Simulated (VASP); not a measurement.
Wanted: the native input for a VASP 6.6.1 run.

- Task: single point
- Functional: LDA
- Potentials or basis: VASP PAW LDA potentials, release 64 (Zn)
- Cutoff: 520 eV
- k mesh: 16 × 16 × 16
- Occupations: fermi-dirac, width 0.1 eV
- Spin: no spin polarisation
- Dipole correction: no
- Further INCAR settings: ALGO = Normal; EDIFF = 1e-07; NBANDS = 12

The structure of Zn lies in POSCAR:

```
Zn
1.0
   -1.4650682502      1.4650682502      1.4650682502
    1.4650682502     -1.4650682502      1.4650682502
    1.4650682502      1.4650682502     -1.4650682502
Zn
1
Direct
    0.0000000000      0.0000000000      0.0000000000
```

This cell differs from its parent crystal: volume scaled by 0.92.

The input as run:

INCAR

```
SYSTEM = Zn
  PREC = Accurate
  ENCUT = 520
  EDIFF = 1E-7
  ISMEAR = -1
  SIGMA = 0.1
  LREAL = .FALSE.
  LASPH = .TRUE.
  NELM = 60
  ALGO = Normal
  ISIF = 2
  LWAVE = .FALSE.
  LCHARG = .TRUE.
  LELF = .TRUE.
  LVHAR = .TRUE.
  NBANDS = 12
```

KPOINTS

```
regular mesh
0
G
  16 16 16
  0 0 0
```

Potentials or basis: VASP PAW LDA potentials, release 64 (Zn).

Command:

```console
$ cat potpaw_LDA.64/Zn/POTCAR > POTCAR
$ mpirun -np 1 vasp_std > vasp.out
```

It gave:

```yaml
Pressure: 10.9 GPa
Band_gap_on_the_k_mesh: zero (band 6 reaches 9.01 eV, above the bottom of band 7 at 3.89 eV)
```

Wall time 9.9 s on 1 thread of Intel Xeon 6975P-C, on a shared host, peak memory 0.13 GiB.
